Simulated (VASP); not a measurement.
# WS2 (P1) in VASP: single point with PBEsol

Aim: the single point of WS2 with PBEsol.

Everything below comes from runs of VASP 6.6.1. Logs are shortened: lines on timing, memory, paths and dates and some standing lists are left out, and cuts for length are marked.

### Step 1. The cell of the first run

The typed cell holds 3 atoms: a = 6.625 Å, b = 6.625 Å, c = 6.625 Å, α = 27.49°, β = 27.49°, γ = 27.49°.

### Step 2. Single point, PBEsol (all W atoms moved 0.2 Å in one direction)

INCAR reads:

```
PREC     = Accurate       # precision mode
ENCUT    = 520            # plane-wave cutoff, eV
EDIFF    = 1E-7           # SCF threshold, eV
ISMEAR   = 0              # smearing method
SIGMA    = 0.05           # smearing width, eV
LREAL    = False          # projectors in reciprocal space
LASPH    = True           # aspherical terms in the spheres
NELM     = 80             # most SCF steps
ALGO     = Normal         # electronic algorithm
ISIF     = 2              # what is computed and relaxed
LWAVE    = False          # write WAVECAR
LCHARG   = True           # write CHGCAR
GGA      = PS             # functional
LELF     = True           # ELF
LVHAR    = True         
NBANDS   = 20             # bands
```

KPOINTS reads:

```
regular mesh
0
Gamma
  12 12 12
```

POSCAR reads:

```
WS2
1.0
    1.5738034025      0.9086358181      6.3704647098
   -1.5738034025      0.9086358181      6.3704647098
    0.0000000000     -1.8172716362      6.3704647098
W S
1 2
Direct
    1.0064068116      1.0148091351      0.9972443804
    0.7444238691      0.7402227074      0.7490050847
    0.5804693192      0.5762681575      0.5850505348
```

Potentials or basis: VASP PAW PBE potentials, release 64 (W_sv, S).

Command:

```sh
$ cat potpaw_PBE.64/W_sv/POTCAR potpaw_PBE.64/S/POTCAR > POTCAR
$ mpirun -np 1 vasp_std > vasp.out
```

OUTCAR:

```text
PREC = Accurate
   ENCUT = 520
   EDIFF = 1E-7
   ISMEAR = 0
   LREAL = False
   LASPH = True
   NELM = 80
   ISIF = 2
   GGA = PS

 ion  position               nearest neighbor table
   1  0.006  0.015  0.997-   2 2.25   2 2.28   2 2.31   3 2.51   3 2.53   3 2.56
   2  0.744  0.740  0.749-   1 2.25   1 2.28   1 2.31
   3  0.580  0.576  0.585-   1 2.51   1 2.53   1 2.56

  LATTYP: Found a trigonal (rhomboedric) cell.
 ALAT       =     6.6245978609
 COS(alpha) =     0.8871213217

  Lattice vectors:

 A1 = (   1.5738034025,   0.9086358181,   6.3704647098)
 A2 = (  -1.5738034025,   0.9086358181,   6.3704647098)
 A3 = (   0.0000000000,  -1.8172716362,   6.3704647098)

Analysis of symmetry for initial positions (statically):
=====================================================================
 Subroutine PRICEL returns:
 Original cell was already a primitive cell.

 Routine SETGRP: Setting up the symmetry group for a
 trigonal (rhombohedral) supercell.

 Subroutine GETGRP returns: Found  1 space group operations
 (whereof  1 operations were pure point group operations)
 out of a pool of 12 trial point group operations.

The static configuration has the point symmetry C_1 .

Analysis of symmetry for dynamics (positions and initial velocities):
=====================================================================
 Subroutine PRICEL returns:
 Original cell was already a primitive cell.

 Routine SETGRP: Setting up the symmetry group for a
 trigonal (rhombohedral) supercell.

 Subroutine GETGRP returns: Found  1 space group operations
 (whereof  1 operations were pure point group operations)
 out of a pool of 12 trial point group operations.

The dynamic configuration has the point symmetry C_1 .

 Subroutine INISYM returns: Found  1 space group operations
 (whereof  1 operations are pure point group operations),
 and found     1 'primitive' translations

----------------------------------------------------------------------------------------

                                     Primitive cell

  volume of cell :      54.6591

  direct lattice vectors                    reciprocal lattice vectors
     1.573803403  0.908635818  6.370464710     0.317701690  0.183425156  0.052324807
    -1.573803403  0.908635818  6.370464710    -0.317701690  0.183425156  0.052324807
     0.000000000 -1.817271636  6.370464710     0.000000000 -0.366850312  0.052324807

  length of vectors
     6.624597861  6.624597861  6.624597861     0.370563135  0.370563135  0.370563135

  position of ions in fractional coordinates (direct lattice)
     0.006406812  0.014809135  0.997244380
     0.744423869  0.740222707  0.749005085
     0.580469319  0.576268158  0.585050535

  ion indices of the primitive-cell ions
   primitive index   ion index
                 1           1
                 2           2
                 3           3

----------------------------------------------------------------------------------------

 KPOINTS: regular mesh

Automatic generation of k-mesh.
 Grid dimensions read from file:
 generate k-points for:   12   12   12

 Generating k-lattice:

  Cartesian coordinates                     Fractional coordinates (reciprocal lattice)
     0.026475141  0.015285430  0.004360401     0.083333333  0.000000000 -0.000000000
    -0.026475141  0.015285430  0.004360401     0.000000000  0.083333333 -0.000000000
     0.000000000 -0.030570859  0.004360401    -0.000000000 -0.000000000  0.083333333

  Length of vectors
     0.030880261  0.030880261  0.030880261

  Shift w.r.t. Gamma in fractional coordinates (k-lattice)
     0.000000000  0.000000000  0.000000000

 Subroutine IBZKPT returns following result:
 ===========================================

 Found    868 irreducible k-points:

 Following reciprocal coordinates:
            Coordinates               Weight
  0.000000  0.000000  0.000000      1.000000
  0.083333 -0.000000  0.000000      2.000000
 -0.000000  0.083333  0.000000      2.000000
  0.000000  0.000000  0.083333      2.000000
  0.166667  0.000000  0.000000      2.000000
  0.000000  0.166667  0.000000      2.000000
[... 16 lines left out ...]
  0.166667  0.083333  0.000000      2.000000
 -0.166667  0.000000 -0.083333      2.000000
 [... further k-points ...]
   k-points           NKPTS =    868   k-points in BZ     NKDIM =    868   number of bands    NBANDS=     20
   number of dos      NEDOS =    301   number of ions     NIONS =      3
   total plane-waves  NPLWV = 125000
   dimension x,y,z NGX =    50 NGY =   50 NGZ =   50
   dimension x,y,z NGXF=   100 NGYF=  100 NGZF=  100
   ions per type =               1   2
   NGX,Y,Z   is equivalent  to a cutoff of  12.55, 12.55, 12.55 a.u.
   NGXF,Y,Z  is equivalent  to a cutoff of  25.10, 25.10, 25.10 a.u.
 SYSTEM =  unknown system
   PREC   = accura    normal or accurate (medium, high low for compatibility)
   ISTART =      0    job   : 0-new  1-cont  2-samecut
   ICHARG =      2    charge: 1-file 2-atom 10-const
   ISPIN  =      1    spin polarized calculation?
   LNONCOLLINEAR =      F non collinear calculations
   LSORBIT =      F    spin-orbit coupling
   LASPH  =      T    aspherical Exc in radial PAW
   ENCUT  =  520.0 eV  38.22 Ry    6.18 a.u.  12.32 12.32 12.32*2*pi/ulx,y,z
   NELM   =     80;   NELMIN=  2; NELMDL= -5     # of ELM steps
   EDIFF  = 0.1E-06   stopping-criterion for ELM
   LREAL  =      F    real-space projection
   EDIFFG = 0.1E-05   stopping-criterion for IOM
   NSW    =      0    number of steps for IOM
   IBRION =     -1    ionic relax: 0-MD 1-quasi-New 2-CG
   NFREE  =      0    steps in history (QN), initial steepest desc. (CG)
   ISIF   =      2    stress and relaxation
   ISYM   =      2    0-nonsym 1-usesym 2-fastsym
   POTIM  = 0.5000    time-step for ionic-motion
   TEBEG  =    0.0;   TEEND  =   0.0 temperature during run
   PSTRESS=    0.0 pullay stress
   NELECT =      26.0000    total number of electrons
   NUPDOWN=      -1.0000    fix difference up-down
   EMIN   =  10.00;   EMAX   =-10.00  energy-range for DOS
   EFERMI =   0.00;   METHOD = LEGACY
   ISMEAR =     0;   SIGMA  =   0.05  broadening in eV -4-tet -1-fermi 0-gaus
   EFERMI_NEDOS =   21; number of points for ismear=-14 and -15
   IALGO  =     38    algorithm
   IMIX   =      4    mixing-type and parameters
     AMIX     =   0.40;   BMIX     =  1.00
     AMIX_MAG =   1.60;   BMIX_MAG =  1.00
  volume/ion in A,a.u.               =      18.22       122.95
  Fermi-wavevector in a.u.,A,eV,Ry     =   1.277944  2.414963 22.220219  1.633140
  Thomas-Fermi vector in A             =   2.410515
   LORBIT       =      0    0 simple, 1 ext, 2 COOP (PROOUT), +10 PAW based schemes
   GGA     = PS    functional components
   LHFCALC =     F    Hartree Fock is set to
   AEXX    =    0.0000 exact exchange contribution
   IVDW    =     0    specifies the selected vdW correction
   LEPSILON=     F    determine dielectric tensor
   LRPA    =     F    only Hartree local field effects (RPA)
 non-spin polarized calculation
 Gauss-broadening in eV      SIGMA  =   0.05
  energy-cutoff  :      520.00
  volume of cell :       54.66
 maximum number of plane-waves:      1486
 NGX is ok and might be reduce to    50
   NGX = 25   NGY = 25   NGZ = 25

 number of electron      26.0000000 magnetization

 Free energy of the ion-electron system (eV)
  ---------------------------------------------------
  ext. energy  EPLUGINS =         0.00000000
  ---------------------------------------------------
  free energy    TOTEN  =       -24.62694947 eV

  energy without entropy =      -24.62694947  energy(sigma->0) =      -24.62694947

 E-fermi :   7.4599     XC(G=0): -10.9058

 val. band max:        7.2369764398   @ k =   0.5000   0.5000   0.5000
 cond. band min:       7.7049033595   @ k =   0.1667   0.0000  -0.1667
 fundamental gap:      0.4679269196
 Fermi energy:         7.4598775712

 k-point     1 :       0.0000    0.0000    0.0000
  band No.  band energies     occupation
      1     -67.5085      2.00000
      2     -31.8112      2.00000
      3     -31.6289      2.00000
      4     -31.6120      2.00000
      5      -8.6690      2.00000
      6      -6.6292      2.00000
[... 12 lines left out ...]
     19      14.6789      0.00000
     20      15.0905      0.00000

 k-point     2 :       0.0833   -0.0000    0.0000
  band No.  band energies     occupation
      1     -67.5072      2.00000
      2     -31.8066      2.00000
      3     -31.6506      2.00000
      4     -31.6231      2.00000
      5      -8.5503      2.00000
      6      -6.5857      2.00000
[... 12 lines left out ...]
     19      14.8738      0.00000
     20      15.5692      0.00000

 k-point     3 :      -0.0000    0.0833    0.0000
  band No.  band energies     occupation
      1     -67.5072      2.00000
      2     -31.8066      2.00000
      3     -31.6549      2.00000
      4     -31.6190      2.00000
      5      -8.5491      2.00000
      6      -6.5875      2.00000
[... 12 lines left out ...]
     19      14.8967      0.00000
     20      15.5906      0.00000

 k-point     4 :       0.0000    0.0000    0.0833
  band No.  band energies     occupation
      1     -67.5072      2.00000
      2     -31.8067      2.00000
      3     -31.6413      2.00000
      4     -31.6321      2.00000
      5      -8.5518      2.00000
      6      -6.5837      2.00000
[... 12 lines left out ...]
     19      14.8448      0.00000
     20      15.5490      0.00000

 k-point     5 :       0.1667    0.0000    0.0000
  band No.  band energies     occupation
      1     -67.5035      2.00000
      2     -31.7947      2.00000
      3     -31.7203      2.00000
      4     -31.6418      2.00000
      5      -8.2150      2.00000
      6      -6.4593      2.00000
[... 12 lines left out ...]
     19      15.2597      0.00000
     20      16.1283      0.00000
[... 353 lines left out ...]
      6      -6.5932      2.00000
[... 12 lines left out ...]
     19      14.9169      0.00000
     20      15.5925      0.00000

 k-point    22 :       0.0000    0.0833    0.0833
  band No.  band energies     occupation
      1     -67.5072      2.00000
      2     -31.8067      2.00000
      3     -31.6506      2.00000
      4     -31.6231      2.00000
      5      -8.5477      2.00000
      6      -6.5916      2.00000
[... 12 lines left out ...]
     19      14.8893      0.00000
     20      15.5748      0.00000

 k-point    23 :       0.1667    0.0833    0.0000
  band No.  band energies     occupation
      1     -67.5047      2.00000
      2     -31.7985      2.00000
      3     -31.6878      2.00000
      4     -31.6460      2.00000
      5      -8.3219      2.00000
      6      -6.5059      2.00000
[... 12 lines left out ...]
     19      15.1319      0.00000
     20      16.1422      0.00000

 k-point    24 :      -0.1667    0.0000   -0.0833
  band No.  band energies     occupation
      1     -67.5046      2.00000
      2     -31.7983      2.00000
      3     -31.7033      2.00000
      4     -31.6315      2.00000
      5      -8.3146      2.00000
      6      -6.5163      2.00000
[... 12 lines left out ...]
     19      15.2350      0.00000
     20      16.2229      0.00000

 [... further k-points ...]

------------------------ aborting loop because EDIFF is reached ----------------------------------------

  FORCE on cell =-STRESS in cart. coord.  units (eV):
  Direction    XX          YY          ZZ          XY          YZ          ZX
  --------------------------------------------------------------------------------------
  -------------------------------------------------------------------------------------
  Total        1.9453608      1.1833757      0.9047681     -0.2044245      0.3878400     -0.2432152
  in kB       57.0227353     34.6873021     26.5207125     -5.9921244     11.3684306     -7.1291630
  external PRESSURE =      39.4102499 kB  Pullay stress =       0.0000000 kB

 VOLUME and BASIS-vectors are now :
 -----------------------------------------------------------------------------
  energy-cutoff  :      520.00
  volume of cell :       54.66
      direct lattice vectors                 reciprocal lattice vectors
     1.573803403  0.908635818  6.370464710     0.317701690  0.183425156  0.052324807
    -1.573803403  0.908635818  6.370464710    -0.317701690  0.183425156  0.052324807
     0.000000000 -1.817271636  6.370464710     0.000000000 -0.366850312  0.052324807

 POSITION                                       TOTAL-FORCE (eV/Angst)
 -----------------------------------------------------------------------------------
     -0.01322     -1.79299      6.48807         0.479974     -0.849932     -6.318499
      0.00661     -0.01214     14.22940        -0.347391      0.601370      3.879254
      0.00661     -0.01214     11.09600        -0.132584      0.248562      2.439245
 -----------------------------------------------------------------------------------
    total drift:                               -0.000001      0.000002      0.000110

  FREE ENERGIE OF THE ION-ELECTRON SYSTEM (eV)
  ---------------------------------------------------
  free  energy   TOTEN  =       -24.6269494724 eV

  energy  without entropy=      -24.6269494724  energy(sigma->0) =      -24.62694947
```

Run time: 1.8 h. Hardware: 1 thread of AMD EPYC 7R43 (Zen 3), shared host; peak memory 0.97 GiB.

Results:

| Quantity | Value |
| --- | --- |
| Free energy | -24.6269 eV |
| Pressure | 3.9 GPa |
| Largest force | 6.393 eV/Å |
| Band gap on the k mesh | 0.47 eV (least direct gap 1.50 eV) |

Forces on the atoms (eV/Å):
```
W    0.480 -0.850 -6.318
S   -0.347  0.601  3.879
S   -0.133  0.249  2.439
```

Caveat: the cell differs from its parent crystal (all W atoms moved 0.2 Å in one direction); the cell stands under pressure; the PAW data sets were made with another functional, which shifts forces and pressure a little; spin-orbit coupling is left out, which moves the levels of the heavy elements.
